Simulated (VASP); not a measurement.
Write the native input for VASP 6.6.1 that does the following.

```yaml
Task: single point
Functional: PBE
Potentials_or_basis: VASP PAW PBE potentials, release 64 (Cs_sv, Pb_d, Cl)
Cutoff: 520 eV
k_mesh: 6 × 6 × 6
Occupations: gaussian, width 0.05 eV
Spin: no spin polarisation
Dipole_correction: no
Further_INCAR_settings: ALGO = Normal; EDIFF = 1e-06; NBANDS = 30
```

The structure of CsPbCl3 lies in POSCAR:

```
CsPbCl3
1.0
    5.7921497178      1.0958121088      1.0958121088
    1.0958121088      5.7921497178      1.0958121088
    1.0958121088      1.0958121088      5.7921497178
Cs Pb Cl
1 1 3
Direct
    0.0000000000      0.0000000000      0.0000000000
    0.5000000000      0.5000000000      0.5000000000
    0.0000000000      0.5000000000      0.5000000000
    0.5000000000      0.0000000000      0.5000000000
    0.5000000000      0.5000000000      0.0000000000
```

This cell differs from its parent crystal: ratio of the length along [111] to the lengths across it x 1.7, volume and fractional coordinates fixed.

The input as run:

INCAR

```
PREC = Accurate
ENCUT = 520
EDIFF = 1E-6
ISMEAR = 0
SIGMA = 0.05
LREAL = False
LASPH = True
NELM = 100
ALGO = Normal
ISIF = 2
LWAVE = False
LCHARG = False
GGA = PE
NBANDS = 30
```

KPOINTS

```
Automatic mesh
0
Gamma
  6 6 6
```

Potentials or basis: VASP PAW PBE potentials, release 64 (Cs_sv, Pb_d, Cl).

Run with:

```sh
$ cat potpaw_PBE.64/Cs_sv/POTCAR potpaw_PBE.64/Pb_d/POTCAR potpaw_PBE.64/Cl/POTCAR > POTCAR
$ mpirun -np 1 vasp_std > vasp.out
```

Results of the run:

| Property | Result |
| --- | --- |
| Pressure | 1.6 GPa |
| Band gap on the k mesh | 1.68 eV |

Caveat: spin-orbit coupling is left out, which moves the levels of the heavy elements.

It took 110 s on 1 thread of Intel(R) Xeon(R) Platinum 8488C (Sapphire Rapids), with other jobs on the host, peak memory 0.41 GiB.
